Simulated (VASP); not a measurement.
Wanted: the native input for a VASP 6.6.1 run.

- Task: single point
- Functional: BLYP
- Potentials or basis: VASP PAW PBE potentials, release 64 (Ag)
- Cutoff: 520 eV
- k mesh: 13 × 13 × 7
- Occupations: fermi-dirac, width 0.1 eV
- Spin: no spin polarisation
- Dipole correction: no
- Further INCAR settings: ALGO = Normal; EDIFF = 1e-06; NBANDS = 18

The structure of Ag lies in POSCAR:

```
Ag
1.0
    3.0655425935      0.0000000000      0.0000000000
   -1.5327712967      2.6548377623      0.0000000000
    0.0000000000      0.0000000000      4.9475942761
Ag
2
Direct
    0.3333333333      0.6666666667      0.2500000000
    0.6666666667      0.3333333333      0.7500000000
```

This isn't the form of Ag at room conditions, which is fcc.

These files were run (other wordings do the same):

INCAR

```
SYSTEM = Ag
PREC = Accurate ; ENCUT = 520
EDIFF = 1E-6 ; ISMEAR = -1
SIGMA = 0.1 ; LREAL = .FALSE.
LASPH = .TRUE. ; NELM = 80
ALGO = Normal ; ISIF = 2
LWAVE = .FALSE. ; LCHARG = .FALSE.
GGA = B5 ; ALDAX = 1.0
AGGAX = 1.0 ; AGGAC = 1.0
ALDAC = 0.0 ; NBANDS = 18
```

KPOINTS

```
Automatic mesh
0
G
  13 13 7
  0 0 0
```

Potentials or basis: VASP PAW PBE potentials, release 64 (Ag).

The run is started by

```console
$ cat potpaw_PBE.64/Ag/POTCAR > POTCAR
$ mpirun -np 1 vasp_std > vasp.out
```

Results of the run:

The pressure is -2.4 GPa and the band gap on the k mesh is zero (bands 11 and 12 overlap by 5.97 eV).

Caveat: the PAW data sets were made with another functional, which shifts forces and pressure a little.

Wall time 81 s on 1 thread of Intel Xeon 8259CL (shared host), peak memory 0.19 GiB.
